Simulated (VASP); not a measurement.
# Al4As4H (a cell with a defect) in VASP: notebook

Runs on Al4As4H (a cell with a defect). Level: PBE. Tasks: relaxation of the atoms, single point.

All numbers are computed with VASP 6.6.1; they aren't measurements. Logs are shortened: lines on timing, memory, paths and dates and some standing lists are left out, and cuts for length are marked.

## 1. The cell of the first run

The cell holds a defect, 9 atoms: a = 5.728 Å, b = 5.728 Å, c = 5.728 Å, α = 90.00°, β = 90.00°, γ = 90.00°.

## 2. Relaxation of the atoms, PBE, collinear spin (with an interstitial atom)

Contents of INCAR:

```
ALGO = Normal
EDIFF = 1E-6
EDIFFG = -0.025
ENCUT = 520
GGA = PE
IBRION = 2
ISIF = 2
ISMEAR = 0
ISPIN = 2
LASPH = True
LCHARG = False
LORBIT = 11
LREAL = False
LWAVE = False
MAGMOM = 0.125 0.125 0.125 0.125 0.125 0.125 0 0.125 0.125
NELM = 150
NSW = 65
PREC = Accurate
SIGMA = 0.01
```

Contents of KPOINTS:

```
k-points
0
Gamma
  3 3 3
```

Contents of POSCAR:

```
Al4As4H
1.0
    0.0000000000      5.7279123196      0.0000000000
    0.0000000000      0.0000000000     -5.7279123196
   -5.7279123196      0.0000000000      0.0000000000
Al As H
4 4 1
Direct
    0.5000000000      1.0000000000      0.5000000000
    0.0000000000      1.0000000000      0.0000000000
    0.5000000000      0.5000000000      0.0000000000
    0.0000000000      0.5000000000      0.5000000000
    0.7500000000      0.7500000000      0.7500000000
    0.2500000000      0.7500000000      0.2500000000
    0.7500000000      0.2500000000      0.2500000000
    0.2500000000      0.2500000000      0.7500000000
    0.2500000000      0.7500000000      0.7500000000
```

Potentials or basis: VASP PAW PBE potentials, release 64 (Al, As, H).

Launch:

```console
cat potpaw_PBE.64/Al/POTCAR potpaw_PBE.64/As/POTCAR potpaw_PBE.64/H/POTCAR > POTCAR
mpirun -np 1 vasp_std > vasp.out
```

OUTCAR:

```text
EDIFF = 1E-6
   EDIFFG = -0.025
   ENCUT = 520
   GGA = PE
   IBRION = 2
   ISIF = 2
   ISMEAR = 0
   ISPIN = 2
   LASPH = True
   LORBIT = 11
   LREAL = False
   NELM = 150
   NSW = 65
   PREC = Accurate

 ion  position               nearest neighbor table
   1  0.500  0.000  0.500-   5 2.48   6 2.48   7 2.48   8 2.48
   2  0.000  0.000  0.000-   5 2.48   6 2.48   7 2.48   8 2.48
   3  0.500  0.500  0.000-   5 2.48   6 2.48   7 2.48   8 2.48
   4  0.000  0.500  0.500-   5 2.48   6 2.48   7 2.48   8 2.48
   5  0.750  0.750  0.750-   1 2.48   2 2.48   3 2.48   4 2.48
   6  0.250  0.750  0.250-   1 2.48   2 2.48   3 2.48   4 2.48
   7  0.750  0.250  0.250-   1 2.48   2 2.48   3 2.48   4 2.48
   8  0.250  0.250  0.750-   1 2.48   2 2.48   3 2.48   4 2.48
   9  0.250  0.750  0.750-

  LATTYP: Found a simple cubic cell.
 ALAT       =     5.7279123196

  Lattice vectors:

 A1 = (   0.0000000000,   5.7279123196,   0.0000000000)
 A2 = (   0.0000000000,   0.0000000000,  -5.7279123196)
 A3 = (  -5.7279123196,   0.0000000000,   0.0000000000)

Analysis of symmetry for initial positions (statically):
=====================================================================
 Subroutine PRICEL returns:
 Original cell was already a primitive cell.

 Routine SETGRP: Setting up the symmetry group for a
 simple cubic supercell.

 Subroutine GETGRP returns: Found 24 space group operations
 (whereof  6 operations were pure point group operations)
 out of a pool of 48 trial point group operations.

The static configuration has the point symmetry C_3v.
 The point group associated with its full space group is T_d .

Analysis of symmetry for dynamics (positions and initial velocities):
=====================================================================
 Subroutine PRICEL returns:
 Original cell was already a primitive cell.

 Routine SETGRP: Setting up the symmetry group for a
 simple cubic supercell.

 Subroutine GETGRP returns: Found 24 space group operations
 (whereof  6 operations were pure point group operations)
 out of a pool of 48 trial point group operations.

The dynamic configuration has the point symmetry C_3v.
 The point group associated with its full space group is T_d .

Analysis of structural, dynamic, and magnetic symmetry:
=====================================================================
 Subroutine PRICEL returns:
 Original cell was already a primitive cell.
[... 125 lines left out ...]
  Thomas-Fermi vector in A             =   2.041638
   LORBIT       =     11    0 simple, 1 ext, 2 COOP (PROOUT), +10 PAW based schemes
   GGA     = PE    functional components
   LHFCALC =     F    Hartree Fock is set to
   AEXX    =    0.0000 exact exchange contribution
   IVDW    =     0    specifies the selected vdW correction
   LEPSILON=     F    determine dielectric tensor
   LRPA    =     F    only Hartree local field effects (RPA)
 conjugate gradient relaxation of ions
 spin polarized calculation
 Gauss-broadening in eV      SIGMA  =   0.01
  energy-cutoff  :      520.00
  volume of cell :      187.93
 maximum number of plane-waves:      5061
 NGX is ok and might be reduce to    42
   NGX = 21   NGY = 21   NGZ = 21

--------------------------------------- Ionic step        1  -------------------------------------------

 number of electron      33.0000003 magnetization       0.9995886

 Free energy of the ion-electron system (eV)
  ---------------------------------------------------
  ext. energy  EPLUGINS =         0.00000000
  ---------------------------------------------------
  free energy    TOTEN  =       -38.93481899 eV

  energy without entropy =      -38.93453332  energy(sigma->0) =      -38.93467616

------------------------ aborting loop because EDIFF is reached ----------------------------------------

  FORCE on cell =-STRESS in cart. coord.  units (eV):
  Direction    XX          YY          ZZ          XY          YZ          ZX
  --------------------------------------------------------------------------------------
  -------------------------------------------------------------------------------------
  Total        0.4794380      0.4794380      0.4794380      0.0000000      0.0000000     -0.0000000
  in kB        4.0874641      4.0874641      4.0874641      0.0000000      0.0000000     -0.0000000
  external PRESSURE =       4.0874641 kB  Pullay stress =       0.0000000 kB
[... 116 lines left out ...]
--------------------------------------- Ionic step        4  -------------------------------------------

 number of electron      33.0000003 magnetization       0.7829446

 Free energy of the ion-electron system (eV)
  ---------------------------------------------------
  ext. energy  EPLUGINS =         0.00000000
  ---------------------------------------------------
  free energy    TOTEN  =       -38.95315635 eV

  energy without entropy =      -38.95271902  energy(sigma->0) =      -38.95293769

 E-fermi :   3.5807     XC(G=0):  -9.0327

 val. band max:        3.5740806801   @ k =   0.3333   0.0000   0.0000
 cond. band min:       3.5957590868   @ k =   0.0000   0.0000   0.0000
 fundamental gap:      0.0216784067
 Fermi energy:         3.5806908801

 spin component 1

 k-point     1 :       0.0000    0.0000    0.0000
  band No.  band energies     occupation
      1      -8.1649      1.00000
      2      -6.3007      1.00000
      3      -6.3007      1.00000
      4      -6.1239      1.00000
      5      -1.7263      1.00000
      6      -1.7263      1.00000
[... 89 lines left out ...]
     21       7.2781      0.00000
     22       8.1838      0.00000
 Fermi energy:         3.5806908801

 spin component 2

 k-point     1 :       0.0000    0.0000    0.0000
  band No.  band energies     occupation
      1      -8.0930      1.00000
      2      -6.2459      1.00000
      3      -6.2459      1.00000
      4      -6.0664      1.00000
      5      -1.6798      1.00000
      6      -1.6798      1.00000
[... 125 lines left out ...]
  FREE ENERGIE OF THE ION-ELECTRON SYSTEM (eV)
  ---------------------------------------------------
  free  energy   TOTEN  =       -38.9531563518 eV

  energy  without entropy=      -38.9527190201  energy(sigma->0) =      -38.95293769

 reached required accuracy - stopping structural energy minimisation

 total charge

# of ion       s       p       d       tot
------------------------------------------
    1        0.402   0.354   0.000   0.756
    2        0.402   0.354   0.000   0.756
    3        0.402   0.354   0.000   0.756
    4        0.402   0.354   0.000   0.756
    5        1.201   1.649   0.027   2.876
    6        1.201   1.649   0.027   2.876
    7        1.202   1.614   0.021   2.836
    8        1.201   1.649   0.027   2.876
    9        0.434   0.006   0.000   0.440
--------------------------------------------------
tot          6.847   7.982   0.101  14.929

 magnetization (x)

# of ion       s       p       d       tot
------------------------------------------
    1        0.005   0.002   0.000   0.006
    2        0.005   0.002   0.000   0.006
    3        0.005   0.002   0.000   0.006
    4        0.005   0.002   0.000   0.006
    5        0.002   0.035   0.001   0.038
    6        0.002   0.035   0.001   0.038
    7        0.003   0.027  -0.000   0.030
    8        0.002   0.035   0.001   0.038
    9        0.190   0.001   0.000   0.191
--------------------------------------------------
tot          0.219   0.139   0.004   0.362
```

OSZICAR:

```text
N       E                     dE             d eps       ncg     rms          rms(c)
DAV:   1     0.104763782013E+03    0.10476E+03   -0.12129E+04   352   0.120E+03
DAV:   2    -0.300062295640E+02   -0.13477E+03   -0.12895E+03   446   0.168E+02
[... 35 lines left out ...]
DAV:   3    -0.389533804326E+02    0.93502E-03   -0.47429E-03   406   0.302E-01    0.101E-01
DAV:   4    -0.389530897919E+02    0.29064E-03   -0.32327E-03   418   0.251E-01    0.448E-02
DAV:   5    -0.389531422111E+02   -0.52419E-04   -0.33029E-04   388   0.937E-02    0.339E-02
DAV:   6    -0.389531546918E+02   -0.12481E-04   -0.36701E-05   420   0.300E-02    0.150E-02
DAV:   7    -0.389531553952E+02   -0.70333E-06   -0.13910E-05   406   0.182E-02    0.637E-03
DAV:   8    -0.389531563518E+02   -0.95664E-06   -0.20300E-06   340   0.803E-03
   4 F= -.38953156E+02 E0= -.38952938E+02  d E =-.183374E-01  mag=     0.7816
```

CONTCAR:

```text
Al4As4H
   1.00000000000000
     0.0000000000000000    5.7279123195999997    0.0000000000000000
     0.0000000000000000    0.0000000000000000   -5.7279123195999997
    -5.7279123195999997    0.0000000000000000    0.0000000000000000
  Al              As              H
     4     4     1
Direct
     0.4953140157261905    0.9953140157261905    0.5046859842738095
     0.0046859842738095    0.9953140157261905    0.9953140157261905
     0.4953140157261905    0.5046859842738095    0.9953140157261905
     0.0046859842738095    0.5046859842738095    0.5046859842738095
     0.7500000000000000    0.7500000000000000    0.7500000000000000
     0.2500000000000000    0.7500000000000000    0.2500000000000000
     0.7500000000000000    0.2500000000000000    0.2500000000000000
     0.2500000000000000    0.2500000000000000    0.7500000000000000
     0.2500000000000000    0.7500000000000000    0.7500000000000000

  0.00000000E+00  0.00000000E+00  0.00000000E+00
  0.00000000E+00  0.00000000E+00  0.00000000E+00
  0.00000000E+00  0.00000000E+00  0.00000000E+00
  0.00000000E+00  0.00000000E+00  0.00000000E+00
  0.00000000E+00  0.00000000E+00  0.00000000E+00
  0.00000000E+00  0.00000000E+00  0.00000000E+00
  0.00000000E+00  0.00000000E+00  0.00000000E+00
  0.00000000E+00  0.00000000E+00  0.00000000E+00
  0.00000000E+00  0.00000000E+00  0.00000000E+00
```

Wall time 1.8 min (1 thread of Intel Xeon Platinum 8488C (Sapphire Rapids), shared host); peak memory 0.41 GiB.

Results:

```
Free energy                                           : -38.9532 eV
Energy gained by relaxing                             : 2.0 meV/atom
Ionic steps                                           : 4
Pressure after relaxing                               : 0.4 GPa
Largest force after relaxing                          : 0.012 eV/Å
Net moment                                            : 0.78 μB per cell
Site moments                                          : Al +0.01; As +0.04, +0.03 (each value once); H +0.19 μB
Valence electrons inside the program's atomic spheres : Al 0.76; As 2.88, 2.84 (each value once); H 0.44
```

Forces in eV/Å, atoms in the order of the input:
```
Al  -0.007 -0.007  0.007
Al   0.007  0.007  0.007
Al   0.007 -0.007 -0.007
Al  -0.007  0.007 -0.007
As   0.000  0.000  0.000
As   0.000  0.000  0.000
As   0.000  0.000  0.000
As   0.000  0.000  0.000
H    0.000  0.000  0.000
```

The path:
```tsv
step	energy change (eV)	largest force (eV/Å)	pressure (GPa)
1	0.0000	0.3175	0.41
2	-0.0136	0.1283	0.42
3	-0.0172	0.0798	0.39
4	-0.0183	0.0119	0.35
```

Final structure:
```
Al As H
1.0
     0.00000    5.72791    0.00000
     0.00000    0.00000   -5.72791
    -5.72791    0.00000    0.00000
Al As H
4 4 1
Direct
  0.49531 0.99531 0.50469
  0.00469 0.99531 0.99531
  0.49531 0.50469 0.99531
  0.00469 0.50469 0.50469
  0.75000 0.75000 0.75000
  0.25000 0.75000 0.25000
  0.75000 0.25000 0.25000
  0.25000 0.25000 0.75000
  0.25000 0.75000 0.75000
```

Caveat: the k points lie up to 0.37 Å⁻¹ apart; the cell differs from its parent crystal (with an interstitial atom); a moment this small can come from the mesh or the smearing.

(Continued in part 2 of 2.)
